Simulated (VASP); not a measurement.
A run of VASP 6.6.1 is set up as follows.

The input INCAR:

```
SYSTEM = Sn3Se
PREC = Accurate
ENCUT = 520
EDIFF = 1E-6
ISMEAR = -1
SIGMA = 0.05
LREAL = .False.
LASPH = .True.
NELM = 80
ALGO = Normal
ISIF = 2
LWAVE = .False.
LCHARG = .False.
GGA = PS
NBANDS = 32
```

KPOINTS

```
regular mesh
0
Gamma
  6 6 6
  0 0 0
```

Contents of POSCAR:

```
Sn3Se
1.0
    4.6777916979      0.0000000000      0.0000000000
    0.0000000000      4.6777916979      0.0000000000
    0.0000000000      0.0000000000      4.6777916979
Sn Se
3 1
Direct
    0.5000000000      0.5000000000      0.0000000000
    0.5000000000      0.0000000000      0.5000000000
    0.0000000000      0.5000000000      0.5000000000
    0.0000000000      0.0000000000      0.0000000000
```

Potentials or basis: VASP PAW PBE potentials, release 64 (Sn_d, Se).

Run with:

```console
$ cat potpaw_PBE.64/Sn_d/POTCAR potpaw_PBE.64/Se/POTCAR > POTCAR
$ mpirun -np 1 vasp_std > vasp.out
```

(1) Estimate the pressure.

(2) What does it give for the band gap on the k mesh?

Results:

(1) -0.7 GPa.

(2) zero (band 24 reaches 9.66 eV, above the bottom of band 25 at 7.23 eV).

Caveat: the PAW data sets were made with another functional, which shifts forces and pressure a little; spin-orbit coupling is left out, which moves the levels of the heavy elements.
